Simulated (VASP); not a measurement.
Set up this calculation in VASP 6.6.1, as the native input.

```yaml
Task: single point
Functional: PBE
Dispersion: D3(BJ)
Potentials_or_basis: VASP PAW PBE potentials, release 64 (Al)
Cutoff: 520 eV
k_mesh: 18 × 18 × 6
Occupations: gaussian, width 0.1 eV
Spin: no spin polarisation
Dipole_correction: no
Further_INCAR_settings: ALGO = Fast; EDIFF = 1e-07; NBANDS = 14
```

The structure of Al lies in POSCAR:

```
Al
1.0
    2.8684696371      0.0000000000      0.0000000000
   -1.4342348186      2.4841675757      0.0000000000
    0.0000000000      0.0000000000      9.4330059618
Al
4
Direct
    0.0000000000      0.0000000000      0.0000000000
    0.3333333333      0.6666666667      0.2500000000
    0.0000000000      0.0000000000      0.5000000000
    0.6666666667      0.3333333333      0.7500000000
```

This isn't the form of Al at room conditions, which is fcc.

One way to write it, as run:

INCAR

```
SYSTEM = Al
PREC     = Accurate       ! precision mode
ENCUT    = 520            ! plane-wave cutoff, eV
EDIFF    = 1E-7           ! SCF threshold, eV
ISMEAR   = 0              ! smearing method
SIGMA    = 0.1            ! smearing width, eV
LREAL    = .False.        ! projectors in reciprocal space
LASPH    = .True.         ! aspherical terms in the spheres
NELM     = 60             ! most SCF steps
ALGO     = Fast           ! electronic algorithm
ISIF     = 2              ! what is computed and relaxed
LWAVE    = .False.        ! write WAVECAR
LCHARG   = .True.         ! write CHGCAR
GGA      = PE             ! functional
IVDW     = 12             ! dispersion correction
LELF     = .True.         ! ELF
LVHAR    = .True.       
NBANDS   = 14             ! bands
```

KPOINTS

```
Automatic mesh
0
Gamma
  18 18 6
  0 0 0
```

Potentials or basis: VASP PAW PBE potentials, release 64 (Al).

Run with:

```bash
$ cat potpaw_PBE.64/Al/POTCAR > POTCAR
$ mpirun -np 1 vasp_std > vasp.out
```

It gave:

```yaml
Pressure: -4.4 GPa
Band_gap_on_the_k_mesh: zero (bands 6 and 7 overlap by 5.33 eV)
Dispersion_energy_per_atom: -0.330 eV
```

Caveat: the cell stands under tension.

It took 2.9 min on 1 thread of Intel Xeon 8259CL, on a shared host, peak memory 0.26 GiB.
